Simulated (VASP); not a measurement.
Here is a VASP 6.6.1 calculation.

Contents of POSCAR:

```
Mo
1.0
   -1.5238700000      1.5238700000      1.5238700000
    1.5238700000     -1.5238700000      1.5238700000
    1.5238700000      1.5238700000     -1.5238700000
Mo
1
Direct
    0.0000000000      0.0000000000      0.0000000000
```

File INCAR.step1:

```
PREC = Accurate
ENCUT = 520
ISMEAR = 0
SIGMA = 0.15
LREAL = False
LASPH = True
NELM = 80
NBANDS = 13
GGA = PE
ALGO = Normal
EDIFF = 1E-4
LWAVE = True
LCHARG = False
```

INCAR.step2

```
PREC = Accurate
ENCUT = 520
EDIFF = 1E-6
ISMEAR = 0
SIGMA = 0.15
LREAL = False
LASPH = True
NELM = 80
ALGO = Normal
ISIF = 2
LWAVE = False
LCHARG = False
METAGGA = R2SCAN
LMIXTAU = True
NBANDS = 13
ISTART = 1
```

Contents of KPOINTS:

```
regular mesh
0
Gamma
  22 22 22
```

Potentials or basis: VASP PAW PBE potentials, release 64 (Mo_sv).

Run with:

```sh
$ cat potpaw_PBE.64/Mo_sv/POTCAR > POTCAR
$ cp INCAR.step1 INCAR
$ mpirun -np 1 vasp_std > vasp.out
$ cp INCAR.step2 INCAR
$ mpirun -np 1 vasp_std > vasp.out
```

(1) Predict the band gap on the k mesh.

(2) Predict the pressure.

Results:

(1) zero (bands 7 and 8 overlap by 6.39 eV).

(2) 34.8 GPa.

Caveat: the cell differs from its parent crystal (strain -0.030 along x and y, -0.030 along z); the cell stands under pressure; the PAW data sets were made with another functional, which shifts forces and pressure a little.
